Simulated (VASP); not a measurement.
Write the native input for VASP 6.6.1 that does the following.

- Task: relaxation of cell and atoms
- Functional: PBE
- Potentials or basis: VASP PAW PBE potentials, release 64 (Al)
- Cutoff: 600 eV
- k mesh: 18 × 18 × 18
- Occupations: fermi-dirac, width 0.1 eV
- Spin: no spin polarisation
- Target pressure: 54 GPa
- Dipole correction: no
- Further INCAR settings: ALGO = Normal; EDIFF = 1e-06; IBRION = 2; EDIFFG = -0.005; NSW = 32; ISIF = 3

The structure of Al lies in POSCAR:

```
Al
1.0
    0.0000000000      1.8081251327      1.8081251327
    1.8081251327      0.0000000000      1.8081251327
    1.8081251327      1.8081251327      0.0000000000
Al
1
Direct
    0.0000000000      0.0000000000      0.0000000000
```

These files were run (other wordings do the same):

INCAR

```
ALGO     = Normal         # electronic algorithm
EDIFF    = 1E-6           # SCF threshold, eV
EDIFFG   = -0.005         # ionic threshold
ENCUT    = 600            # plane-wave cutoff, eV
GGA      = PE             # functional
IBRION   = 2              # ionic algorithm
ISIF     = 3              # what is computed and relaxed
ISMEAR   = -1             # smearing method
LASPH    = True           # aspherical terms in the spheres
LCHARG   = False          # write CHGCAR
LREAL    = False          # projectors in reciprocal space
LWAVE    = False          # write WAVECAR
NELM     = 80             # most SCF steps
NSW      = 32             # ionic steps
PREC     = Accurate       # precision mode
PSTRESS  = 540.0        
SIGMA    = 0.1            # smearing width, eV
```

KPOINTS

```
k-points
0
Gamma
  18 18 18
```

Potentials or basis: VASP PAW PBE potentials, release 64 (Al).

The run is started by

```console
$ cat potpaw_PBE.64/Al/POTCAR > POTCAR
$ mpirun -np 1 vasp_std > vasp.out
```

Results of the run:

```yaml
Pressure_after_relaxing: 54.0 GPa
```

Caveat: the relaxation stopped at its first step, so nothing moved; the cell is relaxed towards a set pressure, so the enthalpy falls and the energy may rise.

It took 8.8 s on 1 thread of Intel(R) Xeon(R) Platinum 8559C (Emerald Rapids), with other jobs on the host, peak memory 0.12 GiB.
